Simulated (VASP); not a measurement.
# Br (Pm-3m) in VASP: single point with PBE+D3(BJ)

Aim: the single point of Br with PBE+D3(BJ).

Program: VASP 6.6.1. These are calculated values, not measurements. Logs are shortened: lines on timing, memory, paths and dates and some standing lists are left out, and cuts for length are marked.

## 1. The cell of the first run

Symmetry: Pm-3m, No. 221, cubic system. The conventional cell has a = 4.481 Å, b = 4.481 Å, c = 4.481 Å, α = 90.00°, β = 90.00°, γ = 90.00°. Br (site symmetry 4/mmm) has 8 Br at 3.17 Å within 4.2 Å.

## 2. Single point, PBE+D3(BJ)

INCAR

```
PREC = Accurate ; ENCUT = 520
EDIFF = 1E-6 ; ISMEAR = 0
SIGMA = 0.1 ; LREAL = F
LASPH = T ; NELM = 100
ALGO = Normal ; ISIF = 2
LWAVE = F ; LCHARG = F
GGA = PE ; IVDW = 12
NBANDS = 18
```

KPOINTS

```
regular mesh
0
Gamma
  10 10 10
```

POSCAR

```
Br
1.0
    4.4810828001      0.0000000000      0.0000000000
    0.0000000000      4.4810828001      0.0000000000
    0.0000000000      0.0000000000      4.4810828001
Br
3
Direct
    0.5000000000      0.0000000000      0.0000000000
    0.0000000000      0.5000000000      0.0000000000
    0.0000000000      0.0000000000      0.5000000000
```

Potentials or basis: VASP PAW PBE potentials, release 64 (Br).

Started as:

```sh
$ cat potpaw_PBE.64/Br/POTCAR > POTCAR
$ mpirun -np 1 vasp_std > vasp.out
```

OUTCAR:

```text
PREC = Accurate
   ENCUT = 520
   EDIFF = 1E-6
   ISMEAR = 0
   LREAL = F
   LASPH = T
   NELM = 100
   ISIF = 2
   GGA = PE
   IVDW = 12
 IVDW          = 12

 ion  position               nearest neighbor table
   1  0.500  0.000  0.000-
   2  0.000  0.500  0.000-
   3  0.000  0.000  0.500-

  LATTYP: Found a simple cubic cell.
 ALAT       =     4.4810828001

  Lattice vectors:

 A1 = (   4.4810828001,   0.0000000000,   0.0000000000)
 A2 = (   0.0000000000,   4.4810828001,   0.0000000000)
 A3 = (   0.0000000000,   0.0000000000,   4.4810828001)

Analysis of symmetry for initial positions (statically):
=====================================================================
 Subroutine PRICEL returns:
 Original cell was already a primitive cell.

 Routine SETGRP: Setting up the symmetry group for a
 simple cubic supercell.

 Subroutine GETGRP returns: Found 48 space group operations
 (whereof 48 operations were pure point group operations)
 out of a pool of 48 trial point group operations.

The static configuration has the point symmetry O_h .

Analysis of symmetry for dynamics (positions and initial velocities):
=====================================================================
 Subroutine PRICEL returns:
 Original cell was already a primitive cell.

 Routine SETGRP: Setting up the symmetry group for a
 simple cubic supercell.

 Subroutine GETGRP returns: Found 48 space group operations
 (whereof 48 operations were pure point group operations)
 out of a pool of 48 trial point group operations.

The dynamic configuration has the point symmetry O_h .

 Subroutine INISYM returns: Found 48 space group operations
 (whereof 48 operations are pure point group operations),
 and found     1 'primitive' translations

----------------------------------------------------------------------------------------

                                     Primitive cell

  volume of cell :      89.9806

  direct lattice vectors                    reciprocal lattice vectors
     4.481082800  0.000000000  0.000000000     0.223160349  0.000000000  0.000000000
     0.000000000  4.481082800  0.000000000     0.000000000  0.223160349  0.000000000
     0.000000000  0.000000000  4.481082800     0.000000000  0.000000000  0.223160349

  length of vectors
[... 82 lines left out ...]
   ENCUT  =  520.0 eV  38.22 Ry    6.18 a.u.   8.33  8.33  8.33*2*pi/ulx,y,z
   NELM   =    100;   NELMIN=  2; NELMDL= -5     # of ELM steps
   EDIFF  = 0.1E-05   stopping-criterion for ELM
   LREAL  =      F    real-space projection
   EDIFFG = 0.1E-04   stopping-criterion for IOM
   NSW    =      0    number of steps for IOM
   IBRION =     -1    ionic relax: 0-MD 1-quasi-New 2-CG
   NFREE  =      0    steps in history (QN), initial steepest desc. (CG)
   ISIF   =      2    stress and relaxation
   ISYM   =      2    0-nonsym 1-usesym 2-fastsym
   POTIM  = 0.5000    time-step for ionic-motion
   TEBEG  =    0.0;   TEEND  =   0.0 temperature during run
   PSTRESS=    0.0 pullay stress
   NELECT =      21.0000    total number of electrons
   NUPDOWN=      -1.0000    fix difference up-down
   EMIN   =  10.00;   EMAX   =-10.00  energy-range for DOS
   EFERMI =   0.00;   METHOD = LEGACY
   ISMEAR =     0;   SIGMA  =   0.10  broadening in eV -4-tet -1-fermi 0-gaus
   EFERMI_NEDOS =   21; number of points for ismear=-14 and -15
   IALGO  =     38    algorithm
   IMIX   =      4    mixing-type and parameters
     AMIX     =   0.40;   BMIX     =  1.00
     AMIX_MAG =   1.60;   BMIX_MAG =  1.00
  volume/ion in A,a.u.               =      29.99       202.41
  Fermi-wavevector in a.u.,A,eV,Ry     =   1.007933  1.904717 13.822550  1.015929
  Thomas-Fermi vector in A             =   2.140769
   LORBIT       =      0    0 simple, 1 ext, 2 COOP (PROOUT), +10 PAW based schemes
   GGA     = PE    functional components
   LHFCALC =     F    Hartree Fock is set to
   AEXX    =    0.0000 exact exchange contribution
   IVDW    =    12    specifies the selected vdW correction
   LEPSILON=     F    determine dielectric tensor
   LRPA    =     F    only Hartree local field effects (RPA)
 non-spin polarized calculation
 Gauss-broadening in eV      SIGMA  =   0.10
  energy-cutoff  :      520.00
  volume of cell :       89.98
 maximum number of plane-waves:      2469
 NGX is ok and might be reduce to    36
   NGX = 17   NGY = 17   NGZ = 17

 number of electron      20.9999990 magnetization

 Free energy of the ion-electron system (eV)
  ---------------------------------------------------
  ext. energy  EPLUGINS =         0.00000000
  ---------------------------------------------------
  free energy    TOTEN  =        -3.13424125 eV

  energy without entropy =       -3.10371092  energy(sigma->0) =       -3.11897608

 E-fermi :   0.9472     XC(G=0):  -8.4492

 val. band max:        0.9462725682   @ k =   0.3000   0.0000   0.0000
 cond. band min:       0.9728560629   @ k =   0.5000   0.4000   0.3000
 fundamental gap:      0.0265834947
 Fermi energy:         0.9471795467

 k-point     1 :       0.0000    0.0000    0.0000
  band No.  band energies     occupation
      1     -14.7146      2.00000
      2     -12.6237      2.00000
      3     -12.6237      2.00000
      4      -3.1709      2.00000
      5      -3.1709      2.00000
      6      -3.1709      2.00000
[... 481 lines left out ...]
      5      -2.5527      2.00000
      6      -2.1812      2.00000
[... 10 lines left out ...]
     17      10.6046      0.00000
     18      10.8120      0.00000

 [... further k-points ...]

------------------------ aborting loop because EDIFF is reached ----------------------------------------

 Edisp (eV)   -0.71411

 E8    (eV) :    -0.2804

  FORCE on cell =-STRESS in cart. coord.  units (eV):
  Direction    XX          YY          ZZ          XY          YZ          ZX
  --------------------------------------------------------------------------------------
  -------------------------------------------------------------------------------------
  Total       0.00654     0.00654     0.00654     0.00000     0.00000     0.00000
  in kB       0.11646     0.11646     0.11646     0.00000     0.00000     0.00000
  external pressure =        0.12 kB  Pullay stress =        0.00 kB

 VOLUME and BASIS-vectors are now :
 -----------------------------------------------------------------------------
  energy-cutoff  :      520.00
  volume of cell :       89.98
      direct lattice vectors                 reciprocal lattice vectors
     4.481082800  0.000000000  0.000000000     0.223160349  0.000000000  0.000000000
     0.000000000  4.481082800  0.000000000     0.000000000  0.223160349  0.000000000
     0.000000000  0.000000000  4.481082800     0.000000000  0.000000000  0.223160349

 POSITION                                       TOTAL-FORCE (eV/Angst)
 -----------------------------------------------------------------------------------
      2.24054      0.00000      0.00000         0.000000      0.000000      0.000000
      0.00000      2.24054      0.00000         0.000000      0.000000      0.000000
      0.00000      0.00000      2.24054         0.000000      0.000000      0.000000
 -----------------------------------------------------------------------------------
    total drift:                                0.000000      0.000000     -0.000000

  FREE ENERGIE OF THE ION-ELECTRON SYSTEM (eV)
  ---------------------------------------------------
  free  energy   TOTEN  =        -3.8483534938 eV

  energy  without entropy=       -3.8178231600  energy(sigma->0) =       -3.83308833
```

It took 89 s on 1 thread of AMD EPYC 7R43 (Zen 3), shared host; peak memory 0.19 GiB.

What came out:

- Free energy: -3.8484 eV
- Pressure: 0.0 GPa
- Band gap on the k mesh: zero (an odd number of electrons rules out a gap without spin polarisation)
- Dispersion energy per atom: -0.238 eV

Caveat: an odd number of electrons without spin polarisation forces a metal; a magnetic or distorted state may lie lower.

The gap in the log of VASP goes by the Fermi energy; the results here count the filled bands.